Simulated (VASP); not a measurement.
ZnO, 32 atoms in the cell. It takes space group P4_2/mnm (No. 136, tetragonal). The conventional cell has a = 5.608 Å, b = 5.608 Å, c = 3.279 Å, α = 90.00°, β = 90.00°, γ = 90.00°. Zn (site symmetry m2m) has 4 O at 1.97 to 2.04 Å within 2.6 Å. O (site symmetry m2m) has 4 Zn at 1.97 to 2.04 Å within 2.6 Å. 

| Property | Result |
| --- | --- |
| Program | VASP 6.6.1 |
| Task | single point |
| Functional | PBE |
| Potentials or basis | VASP PAW PBE potentials, release 64 (Zn, O) |
| Cutoff | 520 eV |
| k mesh | 2 × 2 × 2 |
| Occupations | gaussian, width 0.01 eV |
| Spin | no spin polarisation |
| Dipole correction | no |
| Further INCAR settings | LREAL = Auto; ALGO = Normal; EDIFF = 1e-06; NBANDS = 166 |

Potentials or basis: VASP PAW PBE potentials, release 64 (Zn, O).

Launch:

```console
$ cat potpaw_PBE.64/Zn/POTCAR potpaw_PBE.64/O/POTCAR > POTCAR
$ mpirun -np 1 vasp_std > vasp.out
```

Hardware: 1 thread of Intel(R) Xeon(R) 6975P-C (Granite Rapids), with other jobs on the host.

Task: Estimate the wall time of this run.

Result: It took 9.1 min on 1 thread of Intel(R) Xeon(R) 6975P-C (Granite Rapids), with other jobs on the host, peak memory 0.57 GiB. Counts: scf iterations 17, k points 4.
